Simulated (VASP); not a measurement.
Input of a VASP 6.6.1 run:

File POSCAR:

```
Te2Mo
1.0
    3.5602330000      0.0000000000      0.0000000000
   -1.7801165000      3.0832522214      0.0000000000
    0.0000000000      0.0000000000     17.5240580000
Te Mo
2 1
Direct
    0.3333333333      0.6666666667      0.8978550000
    0.3333333333      0.6666666667      0.1021450000
    0.0000000000      0.0000000000      0.0000000000
```

INCAR.step1

```
SYSTEM = Te2Mo
ALGO = Normal
EDIFF = 1E-4
ENCUT = 520
GGA = PE
ISMEAR = -1
LASPH = .True.
LCHARG = .False.
LREAL = .False.
LWAVE = .True.
NBANDS = 20
NELM = 80
PREC = Accurate
SIGMA = 0.1
```

File INCAR.step2:

```
SYSTEM = Te2Mo
ALGO = Normal
EDIFF = 1E-6
ENCUT = 520
ISIF = 2
ISMEAR = -1
ISTART = 1
LASPH = .True.
LCHARG = .True.
LELF = .True.
LMIXTAU = .True.
LREAL = .False.
LVHAR = .True.
LWAVE = .False.
METAGGA = R2SCAN
NBANDS = 20
NELM = 80
PREC = Accurate
SIGMA = 0.1
```

The input KPOINTS:

```
k-points
0
Gamma
  6 6 1
  0 0 0
```

Potentials or basis: VASP PAW PBE potentials, release 64 (Te, Mo_sv).

Launch:

```bash
$ cat potpaw_PBE.64/Te/POTCAR potpaw_PBE.64/Mo_sv/POTCAR > POTCAR
$ cp INCAR.step1 INCAR
$ mpirun -np 1 vasp_std > vasp.out
$ cp INCAR.step2 INCAR
$ mpirun -np 1 vasp_std > vasp.out
```

(1) What does it give for the band gap on the k mesh?

(2) Predict the largest force.

Results:

(1) 1.12 eV, direct.

(2) 0.024 eV/Å.

Caveat: the PAW data sets were made with another functional, which shifts forces and pressure a little; spin-orbit coupling is left out, which moves the levels of the heavy elements.
